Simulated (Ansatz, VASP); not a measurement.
Li3SI in VASP and in Ansatz

```xyz
5
Lattice="4.7837 0.0000 0.0000 0.0000 4.7837 0.0000 0.0000 0.0000 4.7837" Properties=species:S:1:pos:R:3 pbc="T T T"
I     0.0000    0.0000    0.0000
S     2.3919    2.3919    2.3919
Li    2.3919    2.3919    0.0000
Li    2.3919    0.0000    2.3919
Li    0.0000    2.3919    2.3919
```

Alike in both runs: task single point; functional PBE; k mesh 4 × 4 × 4; no spin polarisation.

|  | VASP | Ansatz |
| --- | --- | --- |
| version | VASP 6.6.1 | Ansatz 0.2.0 |
| potentials or method | VASP PAW PBE potentials, release 64 (I, S, Li_sv) | plane waves, PAW |
| plane-wave cutoff (eV) | 520 | 420 |
| occupations | gaussian, width 0.01 eV | fixed |
| valence electrons in the cell | 22 | 32 |

```csv
,VASP,Ansatz,Ansatz less VASP
gap on the k mesh at the Fermi level (eV),3.53,3.54,+0.006
```

VASP's potentials hold 22 valence electrons a cell and Ansatz's 32, so a difference there can come from the potentials and not from the codes.

Spin-orbit coupling is off throughout. Noted on VASP's run: the cutoff is short for stress, so the pressure is rough.
